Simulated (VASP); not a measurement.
Here is a VASP 6.6.1 calculation.

File INCAR:

```
PREC = Accurate ; ENCUT = 520
EDIFF = 1E-7 ; ISMEAR = 0
SIGMA = 0.1 ; LREAL = Auto
LASPH = T ; NELM = 60
ALGO = Normal ; ISIF = 2
LWAVE = F ; LCHARG = T
LDIPOL = T ; IDIPOL = 3
DIPOL = 0.5 0.5 0.318 ; GGA = PE
LELF = T ; LVHAR = T
LVACPOTAV = T ; NBANDS = 41
```

The input KPOINTS:

```
Automatic mesh
0
Gamma
  5 4 1
```

File POSCAR:

```
Al16O
1.0
    5.7135165838      0.0000000000      0.0000000000
    0.0000000000      8.0801326416      0.0000000000
    0.0000000000      0.0000000000     19.7432786844
Al O
16 1
Direct
    0.2500000000      0.2500000000      0.2026005946
    0.2500000000      0.7500000000      0.2026005946
    0.7500000000      0.2500000000      0.2026005946
    0.7500000000      0.7500000000      0.2026005946
    0.0000000000      0.0000000000      0.2749482107
    0.0000000000      0.5000000000      0.2749482107
    0.5000000000      0.0000000000      0.2749482107
    0.5000000000      0.5000000000      0.2749482107
    0.2500000000      0.2500000000      0.3495466410
    0.2500000000      0.7500000000      0.3495466410
    0.7500000000      0.2500000000      0.3495466410
    0.7500000000      0.7500000000      0.3495466410
    0.0000000000      0.0000000000      0.4175232906
    0.0000000000      0.5000000000      0.4175232906
    0.5000000000      0.0000000000      0.4175232906
    0.5000000000      0.5000000000      0.4175232906
    0.0833333333      0.1875000000      0.4350461086
```

Potentials or basis: VASP PAW PBE potentials, release 64 (Al, O).

Command:

```console
$ cat potpaw_PBE.64/Al/POTCAR potpaw_PBE.64/O/POTCAR > POTCAR
$ mpirun -np 1 vasp_std > vasp.out
```

**Question.** What does it give for the work function of the lower face?

**Answer.** 4.25 eV.

**Question.** Predict the work function of the upper face.

**Answer.** 4.30 eV.

Forces in eV/Å, atoms in the order of the input:
```
Al   0.147 -0.050  0.237
Al   0.111 -0.032  0.246
Al  -0.159  0.009  0.157
Al  -0.064 -0.064  0.206
Al  -0.086  0.021 -0.208
Al  -0.029 -0.104 -0.051
Al  -0.062 -0.035 -0.055
Al   0.054  0.027 -0.236
Al  -0.155 -0.093  0.513
Al   0.012  0.310  0.099
Al  -0.442  0.100 -0.262
Al  -0.036  0.122 -0.056
Al  -1.361 -3.819 -0.611
Al  -0.017  0.014  0.098
Al   0.481 -0.465  0.015
Al   0.155  0.142 -0.101
O    1.450  3.917  0.010
```
